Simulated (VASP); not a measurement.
Tl2SbP3, 6 atoms in the cell. Symmetry: P-4m2, No. 115, tetragonal system. Conventional cell: a = 3.579 Å, b = 3.579 Å, c = 11.430 Å, α = 90.00°, β = 90.00°, γ = 90.00°. Within 3.9 Å of Tl (site symmetry 2mm) lie 7 P at 2.94 to 3.60 Å and 2 Sb at 3.46 Å and 4 Tl at 3.58 Å. Sb (site symmetry -4m2) has 4 P at 2.53 Å within 3.3 Å. Within 3.3 Å of P (site symmetry -4m2) lie 4 Sb at 2.53 Å. P (site symmetry 2mm) has 4 P at 2.56 Å and 1 Tl at 2.94 Å within 3.4 Å. 

```yaml
Program: VASP 6.6.1
Task: single point
Functional: PBEsol
Potentials_or_basis: VASP PAW PBE potentials, release 64 (Tl_d, Sb, P)
Cutoff: 520 eV
k_mesh: 6 × 6 × 2
Occupations: fermi-dirac, width 0.03 eV
Spin: no spin polarisation
Dipole_correction: no
Further_INCAR_settings: ALGO = Normal; EDIFF = 1e-06; NBANDS = 32
```

Potentials or basis: VASP PAW PBE potentials, release 64 (Tl_d, Sb, P).

The run is started by

```sh
$ cat potpaw_PBE.64/Tl_d/POTCAR potpaw_PBE.64/Sb/POTCAR potpaw_PBE.64/P/POTCAR > POTCAR
$ mpirun -np 1 vasp_std > vasp.out
```

Hardware: 1 thread of Intel(R) Xeon(R) Platinum 8375C CPU @ 2.90GHz (Ice Lake), with other jobs on the host.

Question: How long does it take, and how much memory?

Answer: It took 64 s on 1 thread of Intel(R) Xeon(R) Platinum 8375C CPU @ 2.90GHz (Ice Lake), on a shared host, peak memory 0.3 GiB. Counts: scf iterations 13, k points 20.
